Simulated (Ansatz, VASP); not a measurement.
# Two plane-wave programs on ZnSn2N2

```
Zn Sn N
1.0
     2.21426    1.27840    5.68962
    -2.21426    1.27840    5.68962
     0.00000   -2.55681    5.68962
Zn Sn N
1 2 2
Direct
  0.00000 0.00000 0.00000
  0.76559 0.76559 0.76559
  0.23441 0.23441 0.23441
  0.89061 0.89061 0.89061
  0.10939 0.10939 0.10939
```

Alike in both runs: functional PBE; k mesh 6 × 6 × 6; occupations gaussian, width 0.1 eV; no spin polarisation.

Ansatz relaxed the structure, and its values are those at the end. VASP's run is a single point on that final structure, the one shown.

|  | VASP | Ansatz |
| --- | --- | --- |
| version | VASP 6.6.1 | Ansatz 0.2.0 |
| potentials or method | VASP PAW PBE potentials, release 64 (Zn, Sn_d, N), cutoff 520 eV | scalar-relativistic, plane waves, PAW |
| valence electrons in the cell | 50 | 50 |

```tsv
	VASP	Ansatz	Ansatz less VASP
gap on the k mesh at the Fermi level (eV)	0.54	0.56	+0.022
least direct gap on the mesh (eV)	0.66	0.67	+0.009
pressure (GPa)	0.2	0.0	-0.23
rms of the force components (eV/Å)	0.035	0.002	-0.0327
```

The functional is the same, so the differences come from potentials, cutoffs and numerics.
